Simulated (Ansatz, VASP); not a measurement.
## One calculation of CaO, two programs

Contents of INCAR:

```
SYSTEM = CaO
ALGO = Normal
EDIFF = 1E-6
ENCUT = 520
ISIF = 2
ISMEAR = 0
LASPH = .True.
LCHARG = .True.
LELF = .True.
LREAL = .False.
LVHAR = .True.
LWAVE = .False.
NBANDS = 15
NELM = 80
PREC = Accurate
SIGMA = 0.01
```

File KPOINTS:

```
k-points
0
Gamma
  8 8 8
  0 0 0
```

POSCAR

```
CaO
1.0
    2.9032089656      0.0000000000      0.0000000000
    0.0000000000      2.9032089656      0.0000000000
    0.0000000000      0.0000000000      2.9032089656
Ca O
1 1
Direct
    0.0000000000      0.0000000000      0.0000000000
    0.5000000000      0.5000000000      0.5000000000
```

Input for Ansatz:

```yaml
crystal:
  lattice:
    - [2.9032089656, 0.0, 0.0]
    - [0.0, 2.9032089656, 0.0]
    - [0.0, 0.0, 2.9032089656]
  atoms:
    - { symbol: Ca, position: [0.0, 0.0, 0.0] }
    - { symbol: O, position: [0.5, 0.5, 0.5] }
kpoints:
  mp_grid: { grid: [8, 8, 8] }
  band_path:
    path:
      - [0.0, 0.0, 0.0]
      - [0.0, 0.5, 0.0]
      - [0.5, 0.5, 0.0]
      - [0.5, 0.5, 0.5]
      - [0.0, 0.5, 0.5]
    npoints: 1
hamiltonian:
  xc: lda
scf:
  occupations: { method: fixed }
  n_extra_bands: 4
output:
  forces: true
  stress: true
  eigenvalues: true
```

Alike in both runs: task single point; functional LDA; k mesh 8 × 8 × 8; no spin polarisation.

|  | VASP | Ansatz |
| --- | --- | --- |
| version | VASP 6.6.1 | Ansatz 0.2.0 |
| potentials or method | VASP PAW LDA potentials, release 64 (Ca_sv, O) | plane waves, PAW |
| plane-wave cutoff (eV) | 520 | 420 |
| occupations | gaussian, width 0.01 eV | fixed |
| valence electrons in the cell | 16 | 16 |

```tsv
	VASP	Ansatz	Ansatz less VASP
gap on the k mesh at the Fermi level (eV)	2.59	2.62	+0.024
pressure (GPa)	-6.0	-6.8	-0.82
```

LDA's correlation is that of Perdew and Zunger in VASP and of Perdew and Wang (1992) in Ansatz.
